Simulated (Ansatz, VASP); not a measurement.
# Ga: VASP beside Ansatz

```xyz
1
Lattice="-1.6946 1.6946 1.6946 1.6946 -1.6946 1.6946 1.6946 1.6946 -1.6946" Properties=species:S:1:pos:R:3 pbc="T T T"
Ga    0.0000    0.0000    0.0000
```

Alike in both runs: task single point; functional LDA; k mesh 15 × 15 × 15; occupations fermi-dirac, width 0.1 eV; no spin polarisation.

```csv
,VASP,Ansatz
version,VASP 6.6.1,Ansatz 0.2.0
potentials or method,"VASP PAW LDA potentials, release 64 (Ga_d), cutoff 520 eV","plane waves (420 eV) with PAW, scalar-relativistic"
valence electrons in the cell,13,13
```

Ansatz gave:

| Item | Value |
| --- | --- |
| pressure (GPa) | -5.6 |

Problem. Which values does VASP return?

Solution. Pressure (GPa): -5.5.

Ansatz warns that its potentials were made for another functional, while VASP's fit it. LDA's correlation is that of Perdew and Zunger in VASP and of Perdew and Wang (1992) in Ansatz.
